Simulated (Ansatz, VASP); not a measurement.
# One calculation of MnO, two programs

```
CELL_PARAMETERS angstrom
0.00000 2.41999 2.41999
2.41999 0.00000 2.41999
2.41999 2.41999 0.00000
ATOMIC_POSITIONS crystal
Mn 0.00000 0.00000 0.00000
O 0.25000 0.25000 0.25000
```

Change from the starting cell: volume scaled by 1.025.

Alike in both runs: task single point; functional PBE; k mesh 14 × 14 × 14; occupations fermi-dirac, width 0.05 eV; collinear spin.

|  | VASP | Ansatz |
| --- | --- | --- |
| version | VASP 6.6.1 | Ansatz 0.2.0 |
| potentials or method | VASP PAW PBE potentials, release 64 (Mn_pv, O), cutoff 520 eV | all-electron LAPW, scalar-relativistic |

VASP gave:

```
pressure (GPa)                                                : -2.4
net moment per atom (μB)                                      : 2.50
size of the moment on the site where the two differ most (μB) : 4.43
```

Task: Which values does Ansatz return?

Result: Pressure (GPa): -2.7; net moment per atom (μB): 2.50; size of the moment on the site where the two differ most (μB): 4.34.

Site moments also hang on the region over which each program counts them. Ansatz ran all-electron here, and VASP with PAW potentials.
